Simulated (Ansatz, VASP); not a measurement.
EuSe2: VASP beside Ansatz

Contents of INCAR:

```
PREC = Accurate ; ENCUT = 520
EDIFF = 1E-6 ; ISMEAR = 0
SIGMA = 0.05 ; LREAL = False
LASPH = True ; NELM = 150
ALGO = Normal ; ISIF = 2
LWAVE = False ; LCHARG = False
ISPIN = 2 ; MAGMOM = 6 0 0
LORBIT = 11 ; LMAXMIX = 6
GGA = PE ; NBANDS = 26
```

Contents of KPOINTS:

```
Automatic mesh
0
Gamma
  8 8 8
```

The input POSCAR:

```
EuSe2
1.0
    0.0000000000      3.4845825386      3.4845825386
    3.4845825386      0.0000000000      3.4845825386
    3.4845825386      3.4845825386      0.0000000000
Eu Se
1 2
Direct
    0.0000000000      0.0000000000      0.0000000000
    0.2500000000      0.2500000000      0.2500000000
    0.7500000000      0.7500000000      0.7500000000
```

Input for Ansatz:

```yaml
crystal:
  lattice:
    - [0.0, 3.4845825386, 3.4845825386]
    - [3.4845825386, 0.0, 3.4845825386]
    - [3.4845825386, 3.4845825386, 0.0]
  atoms:
    - { symbol: Eu, position: [0.0, 0.0, 0.0], spin: 6.0 }
    - { symbol: Se, position: [0.25, 0.25, 0.25] }
    - { symbol: Se, position: [0.75, 0.75, 0.75] }
basis:
  ecutwfc: 420
  ecutrho_ratio: 4
kpoints:
  mp_grid: { grid: [8, 8, 8] }
hamiltonian:
  xc: pbe
scf:
  occupations: { method: gaussian, width: 0.05 }
output:
  forces: true
  stress: true
  eigenvalues: true
  populations: true
magnetization:
  spin_polarized: true
```

Alike in both runs: task single point; functional PBE; k mesh 8 × 8 × 8; occupations gaussian, width 0.05 eV; collinear spin.

|  | VASP | Ansatz |
| --- | --- | --- |
| version | VASP 6.6.1 | Ansatz 0.2.0 |
| potentials or method | VASP PAW PBE potentials, release 64 (Eu, Se), cutoff 520 eV | scalar-relativistic, plane waves, PAW |
| valence electrons in the cell | 29 | 49 |

```csv
,VASP,Ansatz,Ansatz less VASP
pressure (GPa),0.6,0.6,-0.04
net moment per atom (μB),2.09,2.09,-0.001
size of the moment on the site where the two differ most (μB),6.30,6.45,+0.149
```

Site moments also hang on the region over which each program counts them. With one functional, cell and mesh, what is left measures potentials, basis and numerics. VASP's potentials hold 29 valence electrons a cell and Ansatz's 49, so a difference there can come from the potentials and not from the codes. Ansatz's warnings: given moment on shells.

Spin-orbit coupling is off throughout.
